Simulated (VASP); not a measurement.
Runs of VASP 6.6.1 on TaN. The structure is that of space group P6/mmm (No. 191), or close to it. The cells are those of the table. 

```tsv
cell	gap on the mesh (eV)	pressure (GPa)
a = 5.191, b = 5.191, c = 2.860 Å, angles 90.0, 90.0, 120.0°, 6 atoms	none	(a)
a = 5.191, b = 5.191, c = 2.908 Å, angles 90.0, 90.0, 120.0°, 6 atoms	none	1.9
a = 5.191, b = 5.191, c = 3.005 Å, angles 90.0, 90.0, 120.0°, 6 atoms	none	-10.5
a = 5.191, b = 5.191, c = 2.956 Å, angles 90.0, 90.0, 120.0°, 6 atoms	none	(b)
a = 5.191, b = 5.191, c = 2.763 Å, angles 90.0, 90.0, 120.0°, 6 atoms	none	26.5
```

Alike in all rows: task single point; level PBEsol; potentials or basis VASP PAW PBE potentials, release 64 (Ta_pv, N); no spin polarisation; k mesh 8 × 8 × 12; cutoff (eV) 520; smearing fermi-dirac 0.1 eV.

Question: Fill in the values left out.

Answer: (a) 9.2; (b) -4.7.

Caveats: the PAW data sets were made with another functional, which shifts forces and pressure a little; spin-orbit coupling is left out, which moves the levels of the heavy elements.

A k mesh can miss the band edges, and the runs leave out spin-orbit coupling on Ta.

A gap of «none» marks levels without a gap at the run's occupations.
